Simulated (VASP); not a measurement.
# KI in VASP: a series of runs, part 2 of 2

VASP 6.6.1.

### 4 Single point, r2SCAN (shear xy strain -2.0%)

The input, POSCAR:

```
KI
1.0
   -0.0354428524      3.5442852436      3.5442852436
    3.5442852436     -0.0354428524      3.5442852436
    3.5088423911      3.5088423911      0.0000000000
K I
1 1
Direct
    0.0000000000      0.0000000000      0.0000000000
    0.5000000000      0.5000000000      0.5000000000
```

The input, INCAR.step1:

```
SYSTEM = KI
PREC = Accurate
ENCUT = 520
ISMEAR = 0
SIGMA = 0.01
LREAL = .False.
LASPH = .True.
NELM = 80
NBANDS = 15
GGA = PE
ALGO = Normal
EDIFF = 1E-4
LWAVE = .True.
LCHARG = .False.
```

The input, INCAR.step2:

```
SYSTEM = KI
PREC = Accurate
ENCUT = 520
EDIFF = 1E-6
ISMEAR = 0
SIGMA = 0.01
LREAL = .False.
LASPH = .True.
NELM = 80
ALGO = Normal
ISIF = 2
LWAVE = .False.
LCHARG = .True.
METAGGA = R2SCAN
LMIXTAU = .True.
LELF = .True.
LVHAR = .True.
NBANDS = 15
ISTART = 1
```

The input, KPOINTS:

```
regular mesh
0
Gamma
  6 6 6
  0 0 0
```

Potentials or basis: VASP PAW PBE potentials, release 64 (K_sv, I).

Run with:

```
$ cat potpaw_PBE.64/K_sv/POTCAR potpaw_PBE.64/I/POTCAR > POTCAR
$ cp INCAR.step1 INCAR
$ mpirun -np 1 vasp_std > vasp.out
$ cp INCAR.step2 INCAR
$ mpirun -np 1 vasp_std > vasp.out
```

OUTCAR:

```text
SYSTEM = KI
   PREC = Accurate
   ENCUT = 520
   EDIFF = 1E-6
   ISMEAR = 0
   LREAL = .False.
   LASPH = .True.
   NELM = 80
   ISIF = 2
   METAGGA = R2SCAN
   ISTART = 1

 ion  position               nearest neighbor table
   1  0.000  0.000  0.000-   2 3.54   2 3.54   2 3.54   2 3.54   2 3.54   2 3.54
   2  0.500  0.500  0.500-   1 3.54   1 3.54   1 3.54   1 3.54   1 3.54   1 3.54

  LATTYP: Found a body centered orthorhombic cell.
 ALAT       =     4.9622524977
 B/A-ratio  =     1.0202020202
 C/A-ratio  =     1.4284985479

  Lattice vectors:

 A1 = (   0.0354428524,  -3.5442852436,  -3.5442852436)
 A2 = (  -0.0354428525,   3.5442852435,  -3.5442852436)
 A3 = (   3.5442852436,  -0.0354428524,   3.5442852436)

Analysis of symmetry for initial positions (statically):
=====================================================================
 Subroutine PRICEL returns:
 Original cell was already a primitive cell.

 Routine SETGRP: Setting up the symmetry group for a
 body centered orthorhombic supercell.

 Subroutine GETGRP returns: Found  8 space group operations
 (whereof  8 operations were pure point group operations)
 out of a pool of  8 trial point group operations.

The static configuration has the point symmetry D_2h.

Analysis of symmetry for dynamics (positions and initial velocities):
=====================================================================
 Subroutine PRICEL returns:
 Original cell was already a primitive cell.

 Routine SETGRP: Setting up the symmetry group for a
 body centered orthorhombic supercell.

 Subroutine GETGRP returns: Found  8 space group operations
 (whereof  8 operations were pure point group operations)
 out of a pool of  8 trial point group operations.

The dynamic configuration has the point symmetry D_2h.

 Subroutine INISYM returns: Found  8 space group operations
 (whereof  8 operations are pure point group operations),
 and found     1 'primitive' translations

----------------------------------------------------------------------------------------

                                     Primitive cell

[... 123 lines left out ...]
  energy-cutoff  :      520.00
  volume of cell :       89.04
 maximum number of plane-waves:      2420
 NGX is ok and might be reduce to    40
   NGX = 19   NGY = 19   NGZ = 19

 number of electron      15.9999999 magnetization

 Free energy of the ion-electron system (eV)
  ---------------------------------------------------
  ext. energy  EPLUGINS =         0.00000000
  ---------------------------------------------------
  free energy    TOTEN  =       -33.98389745 eV

  energy without entropy =      -33.98389745  energy(sigma->0) =      -33.98389745

 E-fermi :  -0.7014     XC(G=0):  -7.4775

 val. band max:       -0.7774996504   @ k =   0.0000   0.0000   0.0000
 cond. band min:       3.7773281655   @ k =   0.0000   0.0000   0.0000
 fundamental gap:      4.5548278160
 Fermi energy:        -0.7013824106

 k-point     1 :       0.0000    0.0000    0.0000
  band No.  band energies     occupation
      1     -30.4811      2.00000
      2     -13.1964      2.00000
      3     -13.1950      2.00000
      4     -13.1936      2.00000
      5     -11.6025      2.00000
      6      -0.8301      2.00000
      7      -0.8050      2.00000
      8      -0.7775      2.00000
      9       3.7773      0.00000
     10       6.1723      0.00000
     11       6.2502      0.00000
     12       6.3264      0.00000
     13       7.0933      0.00000
     14       7.0957      0.00000
[... 401 lines left out ...]
      2     -13.2534      2.00000
      3     -13.2192      2.00000
      4     -13.2072      2.00000
      5     -11.4181      2.00000
      6      -1.7658      2.00000
      7      -1.2978      2.00000
      8      -1.1984      2.00000
      9       4.9946      0.00000
     10       6.1463      0.00000
     11       7.5290      0.00000
     12       8.0970      0.00000
     13       8.8408      0.00000
     14       9.2163      0.00000
     15       9.7617      0.00000

 [... further k-points ...]

------------------------ aborting loop because EDIFF is reached ----------------------------------------

  FORCE on cell =-STRESS in cart. coord.  units (eV):
  Direction    XX          YY          ZZ          XY          YZ          ZX
  --------------------------------------------------------------------------------------
  -------------------------------------------------------------------------------------
  Total        0.0107414      0.0107414      0.0095203      0.0434920      0.0000000      0.0000000
  in kB        0.1932855      0.1932855      0.1713118      0.7826137      0.0000000      0.0000000
  external PRESSURE =       0.1859610 kB  Pullay stress =       0.0000000 kB

 VOLUME and BASIS-vectors are now :
 -----------------------------------------------------------------------------
  energy-cutoff  :      520.00
  volume of cell :       89.04
      direct lattice vectors                 reciprocal lattice vectors
    -0.035442852  3.544285244  3.544285244    -0.139675413  0.139675413  0.141072167
     3.544285244 -0.035442852  3.544285244     0.139675413 -0.139675413  0.141072167
     3.508842391  3.508842391  0.000000000     0.142497138  0.142497138 -0.141072167

 POSITION                                       TOTAL-FORCE (eV/Angst)
 -----------------------------------------------------------------------------------
      0.00000      0.00000      0.00000        -0.000000     -0.000000      0.000000
      3.50884      3.50884      3.54429         0.000000      0.000000     -0.000000
 -----------------------------------------------------------------------------------
    total drift:                                0.000000     -0.000000     -0.000000

  FREE ENERGIE OF THE ION-ELECTRON SYSTEM (eV)
  ---------------------------------------------------
  free  energy   TOTEN  =       -33.9838974452 eV

  energy  without entropy=      -33.9838974452  energy(sigma->0) =      -33.98389745
```

Run time: 2.5 min. Hardware: 1 thread of Intel Xeon 6975P-C (Granite Rapids), shared host; peak memory 0.29 GiB.

Results:

```yaml
Free_energy: -33.9839 eV
Pressure: 0.0 GPa
Band_gap_on_the_k_mesh: 4.55 eV, direct
```

Levels at points of the mesh, in eV from the valence-band top:
```tsv
k point	band 4	band 5	band 6	band 7	band 8	band 9	band 10	band 11	band 12	band 13
(0.00, 0.00, 0.00)	-12.42	-10.82	-0.05	-0.03	0.00	4.55	6.95	7.03	7.10	7.87
(0.50, 0.00, 0.00)	-12.42	-10.55	-1.33	-0.35	-0.32	6.00	8.25	8.71	8.80	9.32
(0.50, 0.50, 0.00)	-12.43	-10.67	-1.03	-0.43	-0.36	5.36	6.45	8.80	9.37	9.49
(0.00, 0.00, 0.50)	-12.42	-10.54	-1.32	-0.39	-0.36	5.97	8.30	8.64	8.74	9.35
(0.50, 0.00, 0.50)	-12.43	-10.67	-1.03	-0.40	-0.40	5.36	6.45	8.79	9.37	9.48
```

Caveat: the cell differs from its parent crystal (shear xy strain -2.0%); the PAW data sets were made with another functional, which shifts forces and pressure a little; spin-orbit coupling is left out, which moves the levels of the heavy elements.

### 5 Single point, HSE06

This run uses another cell than the first one, of 44.52 Å³/atom, 1.020 times its volume.

The input, POSCAR:

```
KI
1.0
    0.0000000000      3.5442852436      3.5442852436
    3.5442852436      0.0000000000      3.5442852436
    3.5442852436      3.5442852436      0.0000000000
K I
1 1
Direct
    0.0000000000      0.0000000000      0.0000000000
    0.5000000000      0.5000000000      0.5000000000
```

The input, INCAR.step1:

```
SYSTEM = KI
PREC = Accurate ; ENCUT = 520
EDIFF = 1E-5 ; ISMEAR = 0
SIGMA = 0.01 ; LREAL = .FALSE.
LASPH = .TRUE. ; NELM = 80
ALGO = Normal ; ISIF = 2
LWAVE = .TRUE. ; NBANDS = 15
GGA = PE
```

The input, INCAR.step2:

```
SYSTEM = KI
PREC = Accurate ; ENCUT = 520
EDIFF = 1E-6 ; ISMEAR = 0
SIGMA = 0.01 ; LREAL = .FALSE.
LASPH = .TRUE. ; NELM = 80
ALGO = Normal ; ISIF = 2
LWAVE = .FALSE. ; LCHARG = .TRUE.
GGA = PE ; LHFCALC = .TRUE.
HFSCREEN = 0.2079 ; PRECFOCK = Normal
LELF = .TRUE. ; LVHAR = .TRUE.
NBANDS = 15 ; ISTART = 1
```

The input, KPOINTS:

```
Automatic mesh
0
G
  4 4 4
  0 0 0
```

Run with:

```
$ cat potpaw_PBE.64/K_sv/POTCAR potpaw_PBE.64/I/POTCAR > POTCAR
$ cp INCAR.step1 INCAR
$ mpirun -np 1 vasp_std > vasp.out
$ cp INCAR.step2 INCAR
$ mpirun -np 1 vasp_std > vasp.out
```

It took 6.3 min on 1 thread of Intel Xeon 6975P-C (Granite Rapids), shared host; peak memory 0.35 GiB.

Results (log left out):

```yaml
Free_energy: -6.4023 eV
Pressure: 0.3 GPa
Band_gap_on_the_k_mesh: 4.93 eV, direct
```

Levels at points of the mesh, in eV from the valence-band top:
```tsv
k point	band 5	band 6	band 7	band 8	band 9	band 10	band 11	band 12
(0.00, 0.00, 0.00)	-11.38	0.00	0.00	0.00	4.93	7.65	7.65	7.65
(0.50, 0.00, 0.00)	-11.07	-1.37	-0.34	-0.34	6.48	8.88	9.22	9.22
(0.50, 0.50, 0.00)	-11.21	-1.05	-0.39	-0.39	5.95	6.81	9.46	9.86
```

Caveat: the PAW data sets were made with another functional, which shifts forces and pressure a little; spin-orbit coupling is left out, which moves the levels of the heavy elements.

### 6 Single point, HSE06 (strain +1.0%)

The input, POSCAR:

```
KI
1.0
    0.0000000000      3.5797280960      3.5797280960
    3.5797280960      0.0000000000      3.5797280960
    3.5797280960      3.5797280960      0.0000000000
K I
1 1
Direct
    0.0000000000      0.0000000000      0.0000000000
    0.5000000000      0.5000000000      0.5000000000
```

The input, INCAR.step1:

```
SYSTEM = KI
PREC = Accurate
ENCUT = 520
EDIFF = 1E-5
ISMEAR = 0
SIGMA = 0.01
LREAL = .FALSE.
LASPH = .TRUE.
NELM = 60
ALGO = Normal
ISIF = 2
LWAVE = .TRUE.
LCHARG = .FALSE.
GGA = PE
NBANDS = 15
```

The input, INCAR.step2:

```
SYSTEM = KI
PREC = Accurate
ENCUT = 520
EDIFF = 1E-6
ISMEAR = 0
SIGMA = 0.01
LREAL = .FALSE.
LASPH = .TRUE.
NELM = 60
ALGO = Normal
ISIF = 2
LWAVE = .FALSE.
LCHARG = .FALSE.
GGA = PE
LHFCALC = .TRUE.
HFSCREEN = 0.2079
PRECFOCK = Normal
ISTART = 1
NBANDS = 15
```

KPOINTS is that of step 5.

Potentials or basis: VASP PAW PBE potentials, release 64 (K_sv, I).

Run with:

```
$ cat potpaw_PBE.64/K_sv/POTCAR potpaw_PBE.64/I/POTCAR > POTCAR
$ cp INCAR.step1 INCAR
$ mpirun -np 1 vasp_std > vasp.out
$ cp INCAR.step2 INCAR
$ mpirun -np 1 vasp_std > vasp.out
```

OUTCAR:

```text
SYSTEM = KI
   PREC = Accurate
   ENCUT = 520
   EDIFF = 1E-6
   ISMEAR = 0
   LREAL = .FALSE.
   LASPH = .TRUE.
   NELM = 60
   ISIF = 2
   GGA = PE
   LHFCALC = .TRUE.
   HFSCREEN = 0.2079
   PRECFOCK = Normal
   ISTART = 1

 ion  position               nearest neighbor table
   1  0.000  0.000  0.000-   2 3.58   2 3.58   2 3.58   2 3.58   2 3.58   2 3.58
   2  0.500  0.500  0.500-   1 3.58   1 3.58   1 3.58   1 3.58   1 3.58   1 3.58

  LATTYP: Found a face centered cubic cell.
 ALAT       =     7.1594561920

  Lattice vectors:

 A1 = (   0.0000000000,   3.5797280960,   3.5797280960)
 A2 = (   3.5797280960,   0.0000000000,   3.5797280960)
 A3 = (   3.5797280960,   3.5797280960,   0.0000000000)

Analysis of symmetry for initial positions (statically):
=====================================================================
 Subroutine PRICEL returns:
 Original cell was already a primitive cell.

 Routine SETGRP: Setting up the symmetry group for a
 face centered cubic supercell.

 Subroutine GETGRP returns: Found 48 space group operations
 (whereof 48 operations were pure point group operations)
 out of a pool of 48 trial point group operations.

The static configuration has the point symmetry O_h .

Analysis of symmetry for dynamics (positions and initial velocities):
=====================================================================
 Subroutine PRICEL returns:
 Original cell was already a primitive cell.

 Routine SETGRP: Setting up the symmetry group for a
 face centered cubic supercell.

 Subroutine GETGRP returns: Found 48 space group operations
 (whereof 48 operations were pure point group operations)
 out of a pool of 48 trial point group operations.

The dynamic configuration has the point symmetry O_h .

 Subroutine INISYM returns: Found 48 space group operations
 (whereof 48 operations are pure point group operations),
 and found     1 'primitive' translations

----------------------------------------------------------------------------------------

[... 112 lines left out ...]
   LEPSILON=     F    determine dielectric tensor
   LRPA    =     F    only Hartree local field effects (RPA)
 non-spin polarized calculation
 Gauss-broadening in eV      SIGMA  =   0.01
  energy-cutoff  :      520.00
  volume of cell :       91.74
 maximum number of plane-waves:      2493
 NGX is ok and might be reduce to    40
  NGX = 30; NGY = 30; NGZ = 30

 number of electron      16.0000000 magnetization

 Free energy of the ion-electron system (eV)
  ---------------------------------------------------
  ext. energy  EPLUGINS =         0.00000000
  ---------------------------------------------------
  free energy    TOTEN  =        -6.40438028 eV

  energy without entropy =       -6.40438028  energy(sigma->0) =       -6.40438028

 E-fermi :  -1.2884     XC(G=0):  -5.9203

 val. band max:       -1.3426100310   @ k =   0.0000   0.0000   0.0000
 cond. band min:       3.5145164229   @ k =   0.0000   0.0000   0.0000
 fundamental gap:      4.8571264539
 Fermi energy:        -1.2883806685

 k-point     1 :       0.0000    0.0000    0.0000
  band No.  band energies     occupation
      1     -32.2427      2.00000
      2     -14.3710      2.00000
      3     -14.3710      2.00000
      4     -14.3710      2.00000
      5     -12.6719      2.00000
      6      -1.3426      2.00000
      7      -1.3426      2.00000
      8      -1.3426      2.00000
      9       3.5145      0.00000
     10       6.3085      0.00000
     11       6.3085      0.00000
     12       6.3085      0.00000
     13       7.1195      0.00000
     14       7.1195      0.00000
[... 113 lines left out ...]
      2     -14.4140      2.00000
      3     -14.3986      2.00000
      4     -14.3986      2.00000
      5     -12.4715      2.00000
      6      -2.0675      2.00000
      7      -2.0675      2.00000
      8      -1.9208      2.00000
      9       6.1687      0.00000
     10       6.1687      0.00000
     11       6.3047      0.00000
     12       7.9216      0.00000
     13       8.7029      0.00000
     14       9.7718      0.00000
     15      10.0861      0.00000

------------------------ aborting loop because EDIFF is reached ----------------------------------------

  FORCE on cell =-STRESS in cart. coord.  units (eV):
  Direction    XX          YY          ZZ          XY          YZ          ZX
  --------------------------------------------------------------------------------------
  -------------------------------------------------------------------------------------
  Total       -0.0365155     -0.0365155     -0.0365155      0.0000000      0.0000000      0.0000000
  in kB       -0.6376879     -0.6376879     -0.6376879      0.0000000      0.0000000      0.0000000
  external PRESSURE =      -0.6376879 kB  Pullay stress =       0.0000000 kB

 VOLUME and BASIS-vectors are now :
 -----------------------------------------------------------------------------
  energy-cutoff  :      520.00
  volume of cell :       91.74
      direct lattice vectors                 reciprocal lattice vectors
     0.000000000  3.579728096  3.579728096    -0.139675413  0.139675413  0.139675413
     3.579728096  0.000000000  3.579728096     0.139675413 -0.139675413  0.139675413
     3.579728096  3.579728096  0.000000000     0.139675413  0.139675413 -0.139675413

 POSITION                                       TOTAL-FORCE (eV/Angst)
 -----------------------------------------------------------------------------------
      0.00000      0.00000      0.00000        -0.000000      0.000000     -0.000000
      3.57973      3.57973      3.57973         0.000000     -0.000000      0.000000
 -----------------------------------------------------------------------------------
    total drift:                                0.000000      0.000000      0.000000

  FREE ENERGIE OF THE ION-ELECTRON SYSTEM (eV)
  ---------------------------------------------------
  free  energy   TOTEN  =        -6.4043802798 eV

  energy  without entropy=       -6.4043802798  energy(sigma->0) =       -6.40438028
```

OSZICAR.step1:

```text
N       E                     dE             d eps       ncg     rms          rms(c)
DAV:   1     0.950053120298E+02    0.95005E+02   -0.65846E+03   240   0.900E+02
DAV:   2     0.245050463633E+00   -0.94760E+02   -0.86503E+02   317   0.219E+02
DAV:   3    -0.548536113252E+01   -0.57304E+01   -0.57033E+01   341   0.462E+01
DAV:   4    -0.565015104099E+01   -0.16479E+00   -0.16474E+00   374   0.710E+00
DAV:   5    -0.565210965576E+01   -0.19586E-02   -0.19586E-02   340   0.766E-01    0.284E+00
DAV:   6    -0.556259330020E+01    0.89516E-01   -0.10037E-01   303   0.177E+00    0.203E+00
DAV:   7    -0.555743866828E+01    0.51546E-02   -0.12011E-01   310   0.167E+00    0.782E-01
DAV:   8    -0.556331434042E+01   -0.58757E-02   -0.13119E-02   275   0.710E-01    0.122E-01
DAV:   9    -0.556376558646E+01   -0.45125E-03   -0.10403E-03   317   0.181E-01    0.777E-02
DAV:  10    -0.556388374695E+01   -0.11816E-03   -0.13127E-04   307   0.626E-02    0.217E-02
DAV:  11    -0.556393174293E+01   -0.47996E-04   -0.61929E-05   268   0.457E-02    0.172E-02
DAV:  12    -0.556393169088E+01    0.52048E-07   -0.24797E-06   253   0.124E-02
   1 F= -.55639317E+01 E0= -.55639317E+01  d E =-.108410E-25
```

Wall time 8.2 min (1 thread of Intel Xeon 6975P-C (Granite Rapids), shared host); peak memory 0.37 GiB.

What came out:

```yaml
Free_energy: -6.4044 eV
Pressure: -0.1 GPa
Band_gap_on_the_k_mesh: 4.86 eV, direct
```

Levels at points of the mesh, in eV from the valence-band top:
```csv
k point,band 6,band 7,band 8,band 9,band 10,band 11
"(0.00, 0.00, 0.00)",0.00,0.00,0.00,4.86,7.65,7.65
"(0.50, 0.00, 0.00)",-1.30,-0.31,-0.31,6.44,8.77,9.15
"(0.50, 0.50, 0.00)",-1.00,-0.37,-0.37,6.00,6.74,9.43
```

Caveat: the cell differs from its parent crystal (strain +1.0%); the PAW data sets were made with another functional, which shifts forces and pressure a little; spin-orbit coupling is left out, which moves the levels of the heavy elements.

### 7 Summary

```tsv
level	cell	k mesh	grid for exact exchange (PRECFOCK)	screening parameter	gap on the mesh (eV)	pressure (GPa)
r2SCAN	a = 4.963, b = 4.963, c = 5.012 Å, angles 59.7, 59.7, 60.7°, 2 atoms	6 × 6 × 6	-	-	4.63	0.3
r2SCAN	a = 5.113 Å, angles 58.7°, 2 atoms	6 × 6 × 6	-	-	4.48	-0.3
r2SCAN	a = 5.013, b = 5.013, c = 4.962 Å, angles 60.3, 60.3, 60.7°, 2 atoms	6 × 6 × 6	-	-	4.55	0.0
HSE06	a = 5.012 Å, angles 60.0°, 2 atoms	4 × 4 × 4	Normal	0.2079 1/Å	4.93	0.3
HSE06	a = 5.063 Å, angles 60.0°, 2 atoms	4 × 4 × 4	Normal	0.2079 1/Å	4.86	-0.1
```

Alike in all rows: task single point; potentials or basis VASP PAW PBE potentials, release 64 (K_sv, I); no spin polarisation; cutoff (eV) 520; smearing gaussian 0.01 eV.

Caveats: the PAW data sets were made with another functional, which shifts forces and pressure a little; spin-orbit coupling is left out, which moves the levels of the heavy elements.

Absolute energies hang on the potentials; compare differences alone.
